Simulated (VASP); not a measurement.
Runs of VASP 6.6.1 on ZrC (CsCl type). The structure is that of space group Pm-3m (No. 221), or close to it. The cells are those of the table. 

```csv
task,cell,cutoff (eV),k mesh for the DOS,occupations for the DOS,gap on the mesh (eV),pressure (GPa)
single point,"a = 2.922 Å, 2 atoms",600,-,-,none,0.1
single point,"a = 2.595 Å, 2 atoms",520,-,-,none,(a)
single point,"a = 2.320 Å, 2 atoms",520,-,-,none,514.6
single point,"a = 2.465 Å, 2 atoms",520,-,-,none,(b)
single point,"a = 2.922 Å, 2 atoms",520,-,-,none,0.2
single point,"a = 2.822 Å, 2 atoms",520,-,-,none,25.2
relaxation of cell and atoms,"relaxed from a = 2.978 Å, 2 atoms",600,-,-,none,0.0
single point,"a = 2.713 Å, 2 atoms",520,-,-,none,67.2
```

Alike in all rows: level PBE; potentials or basis VASP PAW PBE potentials, release 64 (Zr_sv, C); no spin polarisation; k mesh 14 × 14 × 14; smearing fermi-dirac 0.1 eV.

Problem. Fill in the values left out.

Solution. (a) 139.2; (b) 268.2.

A k mesh can miss the band edges, and the runs leave out spin-orbit coupling on Zr.

A gap of «none» marks levels without a gap at the run's occupations.
